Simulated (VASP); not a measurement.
Here is a VASP 6.6.1 calculation.

Contents of INCAR:

```
SYSTEM = Ir3C
  PREC = Accurate
  ENCUT = 520
  EDIFF = 1E-6
  ISMEAR = 0
  SIGMA = 0.1
  LREAL = .FALSE.
  LASPH = .TRUE.
  NELM = 150
  ALGO = Normal
  ISIF = 2
  LWAVE = .FALSE.
  LCHARG = .FALSE.
  ISPIN = 2
  MAGMOM = 0 0 0 2
  LORBIT = 11
  LMAXMIX = 4
  LDIPOL = .TRUE.
  IDIPOL = 3
  DIPOL = 0.5 0.5 0.326
  NBANDS = 28
```

KPOINTS

```
Automatic mesh
0
G
  12 12 1
  0 0 0
```

The input POSCAR:

```
Ir3C
1.0
    2.6946510889      0.0000000000      0.0000000000
   -1.3473255444      2.3336362973      0.0000000000
    0.0000000000      0.0000000000     21.2769546740
Ir C
3 1
Direct
    0.6666666667      0.3333333333      0.1879968286
    0.3333333333      0.6666666667      0.2885049938
    0.0000000000      0.0000000000      0.3890103072
    0.3333333333     -0.3333333333      0.4392994588
```

Potentials or basis: VASP PAW LDA potentials, release 64 (Ir, C).

Run with:

```bash
$ cat potpaw_LDA.64/Ir/POTCAR potpaw_LDA.64/C/POTCAR > POTCAR
$ mpirun -np 1 vasp_std > vasp.out
```

Q: Estimate the largest force.

A: 2.728 eV/Å.

Q: Predict the net moment.

A: 0.00 μB per cell.

Forces on the atoms (eV/Å):
```
Ir   0.000  0.000 -0.355
Ir   0.000  0.000 -2.058
Ir   0.000  0.000 -0.315
C    0.000  0.000  2.728
```
